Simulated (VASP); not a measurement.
**SnSe: electric field gradients with LDA**

Crystal: SnSe.

```
Sn Se
1.0
     0.00000    3.01000    3.10030
     3.01000    0.00000    3.10030
     3.01000    3.01000    0.00000
Sn Se
1 1
Direct
  0.00000 0.00000 0.00000
  0.50000 0.50000 0.50000
```

This cell differs from its parent crystal: zz strain of +3 %.

```
Program                : VASP 6.6.1
Task                   : electric field gradients
Functional             : LDA
Potentials or basis    : VASP PAW LDA potentials, release 64 (Sn_d, Se)
Cutoff                 : 520 eV
k mesh                 : 9 × 9 × 9
Occupations            : fermi-dirac, width 0.02 eV
Spin                   : no spin polarisation
Dipole correction      : no
Further INCAR settings : ALGO = Normal; EDIFF = 1e-08; NBANDS = 17
```

```
Pressure               : -4.3 GPa
Band gap on the k mesh : 0.50 eV, indirect (least direct gap 0.57 eV)
```

Stress tensor (GPa, compression positive):
```
-3.45  0.00  0.00
 0.00 -3.45  0.00
 0.00  0.00 -6.12
```

Levels at points of the mesh, in eV from the valence-band top:
```
           k point  band 8  band 9  band 10  band 11  band 12  band 13
(0.00, 0.00, 0.00)   -2.12   -2.12    -1.85     3.73     4.39     4.39
```

Electric field gradients, principal values (V/Å²):
```tsv
atom	least	middle	greatest (by size)
1 Sn	-20.499	-20.501	41.000
2 Se	-1.754	-1.754	3.509
```

It took 50 s on 1 thread of Intel(R) Xeon(R) Platinum 8488C (Sapphire Rapids), with other jobs on the host, peak memory 0.2 GiB.

Caveat: the cell differs from its parent crystal (zz strain of +3 %); without QUAD_EFG the Cq values of the log hold for a quadrupole moment of 1 mb, not for the nuclei; spin-orbit coupling is left out, which moves the levels of the heavy elements. A k mesh can miss the band edges.
